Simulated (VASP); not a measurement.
# Si3N4 (P6_3/m) in VASP: single point with PBEsol

Aim: the single point of Si3N4 with PBEsol.

Everything below comes from runs of VASP 6.6.1. Logs are shortened: lines on timing, memory, paths and dates and some standing lists are left out, and cuts for length are marked.

## 1. The cell of the first run

Symmetry: P6_3/m, No. 176, hexagonal system. The conventional cell has a = 7.624 Å, b = 7.624 Å, c = 2.910 Å, α = 90.00°, β = 90.00°, γ = 120.00°. Si (site symmetry m) has 4 N at 1.73 to 1.74 Å within 2.3 Å. N (site symmetry m) has 3 Si at 1.74 Å within 2.3 Å. Within 2.3 Å of N (site symmetry -6) lie 3 Si at 1.73 Å.

## 2. Single point, PBEsol

Input file INCAR:

```
  PREC = Accurate
  ENCUT = 520
  EDIFF = 1E-6
  ISMEAR = 0
  SIGMA = 0.02
  LREAL = False
  LASPH = True
  NELM = 80
  ALGO = Normal
  ISIF = 2
  LWAVE = False
  LCHARG = False
  GGA = PS
  NBANDS = 45
```

Input file KPOINTS:

```
regular mesh
0
Gamma
  6 6 8
```

Input file POSCAR:

```
Si3N4
1.0
    7.6241509562      0.0000000000      0.0000000000
   -3.8120754781      6.6027084104      0.0000000000
    0.0000000000      0.0000000000      2.9103790016
Si N
6 8
Direct
    0.7675695387      0.1739437052      0.2489148871
    0.5936258335      0.7675695387      0.7489148871
    0.8260562948      0.5936258335      0.2489148871
    0.2324304613      0.8260562948      0.7489148871
    0.4063741665      0.2324304613      0.2489148871
    0.1739437052      0.4063741665      0.7489148871
    0.0296252951      0.3299995529      0.2489143519
    0.6996257423      0.0296252951      0.7489143519
    0.6700004471      0.6996257423      0.2489143519
    0.9703747049      0.6700004471      0.7489143519
    0.3003742577      0.9703747049      0.2489143519
    0.3299995529      0.3003742577      0.7489143519
    0.6666666667      0.3333333333      0.2489122832
    0.3333333333      0.6666666667      0.7489122832
```

Potentials or basis: VASP PAW PBE potentials, release 64 (Si, N).

Run with:

```console
cat potpaw_PBE.64/Si/POTCAR potpaw_PBE.64/N/POTCAR > POTCAR
mpirun -np 1 vasp_std > vasp.out
```

OUTCAR:

```text
PREC = Accurate
   ENCUT = 520
   EDIFF = 1E-6
   ISMEAR = 0
   LREAL = False
   LASPH = True
   NELM = 80
   ISIF = 2
   GGA = PS

 ion  position               nearest neighbor table
   1  0.768  0.174  0.249-  13 1.73   8 1.74   8 1.74   7 1.74   5 3.00   3 3.00   6 3.06   6 3.06
                             2 3.06   2 3.06
   2  0.594  0.768  0.749-  14 1.73   9 1.74   9 1.74   8 1.74   4 3.00   6 3.00   3 3.06   3 3.06
                             1 3.06   1 3.06
   3  0.826  0.594  0.249-  13 1.73  10 1.74  10 1.74   9 1.74   5 3.00   1 3.00   2 3.06   2 3.06
                             4 3.06   4 3.06
   4  0.232  0.826  0.749-  14 1.73  11 1.74  11 1.74  10 1.74   2 3.00   6 3.00   3 3.06   3 3.06
                             5 3.06   5 3.06
   5  0.406  0.232  0.249-  13 1.73  12 1.74  12 1.74  11 1.74   1 3.00   3 3.00   6 3.06   6 3.06
                             4 3.06   4 3.06
   6  0.174  0.406  0.749-  14 1.73   7 1.74   7 1.74  12 1.74   2 3.00   4 3.00   5 3.06   5 3.06
                             1 3.06   1 3.06
   7  0.030  0.330  0.249-   6 1.74   6 1.74   1 1.74
   8  0.700  0.030  0.749-   1 1.74   1 1.74   2 1.74
   9  0.670  0.700  0.249-   2 1.74   2 1.74   3 1.74
  10  0.970  0.670  0.749-   3 1.74   3 1.74   4 1.74
  11  0.300  0.970  0.249-   4 1.74   4 1.74   5 1.74
  12  0.330  0.300  0.749-   5 1.74   5 1.74   6 1.74
  13  0.667  0.333  0.249-   1 1.73   3 1.73   5 1.73
  14  0.333  0.667  0.749-   4 1.73   6 1.73   2 1.73

  LATTYP: Found a hexagonal cell.
 ALAT       =     7.6241509562
 C/A-ratio  =     0.3817315552

  Lattice vectors:

 A1 = (   7.6241509562,   0.0000000000,   0.0000000000)
 A2 = (  -3.8120754781,   6.6027084104,   0.0000000000)
 A3 = (   0.0000000000,   0.0000000000,   2.9103790016)

Analysis of symmetry for initial positions (statically):
=====================================================================
 Subroutine PRICEL returns:
 Original cell was already a primitive cell.

 Routine SETGRP: Setting up the symmetry group for a
 hexagonal supercell.

 Subroutine GETGRP returns: Found 12 space group operations
 (whereof  3 operations were pure point group operations)
 out of a pool of 24 trial point group operations.

The static configuration has the point symmetry C_3 .
 The point group associated with its full space group is C_6h.

Analysis of symmetry for dynamics (positions and initial velocities):
=====================================================================
 Subroutine PRICEL returns:
 Original cell was already a primitive cell.

 Routine SETGRP: Setting up the symmetry group for a
 hexagonal supercell.

 Subroutine GETGRP returns: Found 12 space group operations
 (whereof  3 operations were pure point group operations)
 out of a pool of 24 trial point group operations.

The dynamic configuration has the point symmetry C_3 .
 The point group associated with its full space group is C_6h.

 Subroutine INISYM returns: Found 12 space group operations
 (whereof  3 operations are pure point group operations),
 and found     1 'primitive' translations

----------------------------------------------------------------------------------------

                                     Primitive cell

  volume of cell :     146.5086

  direct lattice vectors                    reciprocal lattice vectors
     7.624150956  0.000000000  0.000000000     0.131162146  0.075726500  0.000000000
    -3.812075478  6.602708410  0.000000000     0.000000000  0.151453000  0.000000000
     0.000000000  0.000000000  2.910379002     0.000000000  0.000000000  0.343597861

  length of vectors
     7.624150956  7.624150956  2.910379002     0.151453000  0.151453000  0.343597861

  position of ions in fractional coordinates (direct lattice)
     0.767569539  0.173943705  0.248914887
     0.593625833  0.767569539  0.748914887
     0.826056295  0.593625833  0.248914887
     0.232430461  0.826056295  0.748914887
     0.406374167  0.232430461  0.248914887
     0.173943705  0.406374167  0.748914887
     0.029625295  0.329999553  0.248914352
     0.699625742  0.029625295  0.748914352
     0.670000447  0.699625742  0.248914352
     0.970374705  0.670000447  0.748914352
     0.300374258  0.970374705  0.248914352
     0.329999553  0.300374258  0.748914352
     0.666666667  0.333333333  0.248912283
     0.333333333  0.666666667  0.748912283

  ion indices of the primitive-cell ions
   primitive index   ion index
                 1           1
                 2           2
                 3           3
                 4           4
                 5           5
                 6           6
                 7           7
                 8           8
                 9           9
                10          10
                11          11
                12          12
                13          13
                14          14

----------------------------------------------------------------------------------------

 KPOINTS: regular mesh

Automatic generation of k-mesh.
 Grid dimensions read from file:
 generate k-points for:    6    6    8

 Generating k-lattice:

  Cartesian coordinates                     Fractional coordinates (reciprocal lattice)
     0.021860358  0.012621083  0.000000000     0.166666667  0.000000000  0.000000000
     0.000000000  0.025242167  0.000000000     0.000000000  0.166666667  0.000000000
     0.000000000  0.000000000  0.042949733     0.000000000  0.000000000  0.125000000

  Length of vectors
     0.025242167  0.025242167  0.042949733

  Shift w.r.t. Gamma in fractional coordinates (k-lattice)
     0.000000000  0.000000000  0.000000000

 Subroutine IBZKPT returns following result:
 ===========================================

 Found     40 irreducible k-points:

 Following reciprocal coordinates:
            Coordinates               Weight
  0.000000  0.000000  0.000000      1.000000
  0.166667 -0.000000  0.000000      6.000000
  0.333333  0.000000  0.000000      6.000000
  0.500000 -0.000000  0.000000      3.000000
  0.166667  0.166667  0.000000      6.000000
  0.333333  0.166667  0.000000      6.000000
[... 16 lines left out ...]
 -0.333333  0.500000 -0.250000     12.000000
  0.333333  0.333333  0.250000      4.000000
 [... further k-points ...]
   k-points           NKPTS =     40   k-points in BZ     NKDIM =     40   number of bands    NBANDS=     45
   number of dos      NEDOS =    301   number of ions     NIONS =     14
   total plane-waves  NPLWV =  86400
   dimension x,y,z NGX =    60 NGY =   60 NGZ =   24
   dimension x,y,z NGXF=   120 NGYF=  120 NGZF=   48
   ions per type =               6   8
   NGX,Y,Z   is equivalent  to a cutoff of  13.08, 13.08, 13.71 a.u.
   NGXF,Y,Z  is equivalent  to a cutoff of  26.17, 26.17, 27.42 a.u.
 SYSTEM =  unknown system
   PREC   = accura    normal or accurate (medium, high low for compatibility)
   ISTART =      0    job   : 0-new  1-cont  2-samecut
   ICHARG =      2    charge: 1-file 2-atom 10-const
   ISPIN  =      1    spin polarized calculation?
   LNONCOLLINEAR =      F non collinear calculations
   LSORBIT =      F    spin-orbit coupling
   LASPH  =      T    aspherical Exc in radial PAW
   ENCUT  =  520.0 eV  38.22 Ry    6.18 a.u.  14.18 14.18  5.41*2*pi/ulx,y,z
   NELM   =     80;   NELMIN=  2; NELMDL= -5     # of ELM steps
   EDIFF  = 0.1E-05   stopping-criterion for ELM
   LREAL  =      F    real-space projection
   EDIFFG = 0.1E-04   stopping-criterion for IOM
   NSW    =      0    number of steps for IOM
   IBRION =     -1    ionic relax: 0-MD 1-quasi-New 2-CG
   NFREE  =      0    steps in history (QN), initial steepest desc. (CG)
   ISIF   =      2    stress and relaxation
   ISYM   =      2    0-nonsym 1-usesym 2-fastsym
   POTIM  = 0.5000    time-step for ionic-motion
   TEBEG  =    0.0;   TEEND  =   0.0 temperature during run
   PSTRESS=    0.0 pullay stress
   NELECT =      64.0000    total number of electrons
   NUPDOWN=      -1.0000    fix difference up-down
   EMIN   =  10.00;   EMAX   =-10.00  energy-range for DOS
   EFERMI =   0.00;   METHOD = LEGACY
   ISMEAR =     0;   SIGMA  =   0.02  broadening in eV -4-tet -1-fermi 0-gaus
   EFERMI_NEDOS =   21; number of points for ismear=-14 and -15
   IALGO  =     38    algorithm
   IMIX   =      4    mixing-type and parameters
     AMIX     =   0.40;   BMIX     =  1.00
     AMIX_MAG =   1.60;   BMIX_MAG =  1.00
  volume/ion in A,a.u.               =      10.46        70.62
  Fermi-wavevector in a.u.,A,eV,Ry     =   1.242168  2.347358 20.993545  1.542982
  Thomas-Fermi vector in A             =   2.376534
   LORBIT       =      0    0 simple, 1 ext, 2 COOP (PROOUT), +10 PAW based schemes
   GGA     = PS    functional components
   LHFCALC =     F    Hartree Fock is set to
   AEXX    =    0.0000 exact exchange contribution
   IVDW    =     0    specifies the selected vdW correction
   LEPSILON=     F    determine dielectric tensor
   LRPA    =     F    only Hartree local field effects (RPA)
 non-spin polarized calculation
 Gauss-broadening in eV      SIGMA  =   0.02
  energy-cutoff  :      520.00
  volume of cell :      146.51
 maximum number of plane-waves:      3972
 NGX is ok and might be reduce to    60
   NGX = 29   NGY = 29   NGZ = 11

 number of electron      63.9999993 magnetization

 Free energy of the ion-electron system (eV)
  ---------------------------------------------------
  ext. energy  EPLUGINS =         0.00000000
  ---------------------------------------------------
  free energy    TOTEN  =      -120.38608693 eV

  energy without entropy =     -120.38608693  energy(sigma->0) =     -120.38608693

 E-fermi :   6.7110     XC(G=0): -10.9924

 val. band max:        6.6064711813   @ k =   0.0000   0.0000   0.1250
 cond. band min:      10.8008014841   @ k =   0.0000   0.0000   0.0000
 fundamental gap:      4.1943303029
 Fermi energy:         6.7110322131

 k-point     1 :       0.0000    0.0000    0.0000
  band No.  band energies     occupation
      1     -11.5468      2.00000
      2     -10.0704      2.00000
      3     -10.0704      2.00000
      4      -9.4479      2.00000
      5      -9.3073      2.00000
      6      -9.3073      2.00000
[... 36 lines left out ...]
     43      15.1532      0.00000
     44      16.0213      0.00000

 k-point     2 :       0.1667   -0.0000    0.0000
  band No.  band energies     occupation
      1     -11.4864      2.00000
      2     -10.2340      2.00000
      3     -10.1247      2.00000
      4      -9.7120      2.00000
      5      -9.1980      2.00000
      6      -8.8952      2.00000
[... 36 lines left out ...]
     43      15.0918      0.00000
     44      15.7301      0.00000

 k-point     3 :       0.3333    0.0000    0.0000
  band No.  band energies     occupation
      1     -11.3098      2.00000
      2     -10.6184      2.00000
      3     -10.2095      2.00000
      4      -9.8040      2.00000
      5      -8.9785      2.00000
      6      -8.5101      2.00000
[... 976 lines left out ...]
     43      14.6741      0.00000
     44      14.9461      0.00000

 k-point    24 :       0.3333    0.3333    0.2500
  band No.  band energies     occupation
      1     -10.2247      2.00000
      2     -10.2247      2.00000
      3      -9.9923      2.00000
      4      -8.7446      2.00000
      5      -8.7446      2.00000
      6      -7.9904      2.00000
[... 36 lines left out ...]
     43      14.7547      0.00000
     44      14.7547      0.00000

 [... further k-points ...]

 [bands above 44 left out]

------------------------ aborting loop because EDIFF is reached ----------------------------------------

  FORCE on cell =-STRESS in cart. coord.  units (eV):
  Direction    XX          YY          ZZ          XY          YZ          ZX
  --------------------------------------------------------------------------------------
  -------------------------------------------------------------------------------------
  Total        0.2376597      0.2376597      0.2047215     -0.0000001      0.0000000      0.0000000
  in kB        2.5989807      2.5989807      2.2387772     -0.0000012      0.0000000      0.0000000
  external PRESSURE =       2.4789128 kB  Pullay stress =       0.0000000 kB

 VOLUME and BASIS-vectors are now :
 -----------------------------------------------------------------------------
  energy-cutoff  :      520.00
  volume of cell :      146.51
      direct lattice vectors                 reciprocal lattice vectors
     7.624150956  0.000000000  0.000000000     0.131162146  0.075726500  0.000000000
    -3.812075478  6.602708410  0.000000000     0.000000000  0.151453000  0.000000000
     0.000000000  0.000000000  2.910379002     0.000000000  0.000000000  0.343597861

 POSITION                                       TOTAL-FORCE (eV/Angst)
 -----------------------------------------------------------------------------------
      5.18898      1.14850      0.72444         0.001985     -0.000855      0.000000
      1.59986      5.06804      2.17963         0.001733      0.001291     -0.000000
      4.03503      3.91954      0.72444        -0.000252      0.002146     -0.000000
     -1.37690      5.45421      2.17963        -0.001985      0.000855     -0.000000
      2.21222      1.53467      0.72444        -0.001733     -0.001291     -0.000000
     -0.22296      2.68317      2.17963         0.000252     -0.002146     -0.000000
     -1.03212      2.17889      0.72444        -0.004267     -0.002891     -0.000000
      5.22112      0.19561      2.17962         0.000370     -0.005141      0.000000
      2.44116      4.61942      0.72444         0.004637     -0.002250     -0.000000
      4.84419      4.42382      2.17962         0.004267      0.002891     -0.000000
     -1.40904      6.40710      0.72444        -0.000370      0.005141      0.000000
      1.37092      1.98328      2.17962        -0.004637      0.002250      0.000000
      3.81208      2.20090      0.72443        -0.000000     -0.000000      0.000000
     -0.00000      4.40181      2.17962        -0.000000     -0.000000     -0.000000
 -----------------------------------------------------------------------------------
    total drift:                               -0.000000     -0.000000      0.018374

  FREE ENERGIE OF THE ION-ELECTRON SYSTEM (eV)
  ---------------------------------------------------
  free  energy   TOTEN  =      -120.3860869303 eV

  energy  without entropy=     -120.3860869303  energy(sigma->0) =     -120.38608693
```

Run time: 3.9 min. Hardware: 1 thread of AMD EPYC 7R13 (Zen 3), shared host; peak memory 0.35 GiB.

Results:

```yaml
Free_energy: -120.3861 eV
Pressure: 0.2 GPa
Largest_force: 0.005 eV/Å
Band_gap_on_the_k_mesh: 4.19 eV, indirect (least direct gap 4.38 eV)
```

Forces on the atoms (eV/Å):
```
Si   0.002 -0.001  0.000
Si   0.002  0.001  0.000
Si   0.000  0.002  0.000
Si  -0.002  0.001  0.000
Si  -0.002 -0.001  0.000
Si   0.000 -0.002  0.000
N   -0.004 -0.003  0.000
N    0.000 -0.005  0.000
N    0.005 -0.002  0.000
N    0.004  0.003  0.000
N    0.000  0.005  0.000
N   -0.005  0.002  0.000
N    0.000  0.000  0.000
N    0.000  0.000  0.000
```

Caveat: the PAW data sets were made with another functional, which shifts forces and pressure a little. A k mesh can miss the band edges.
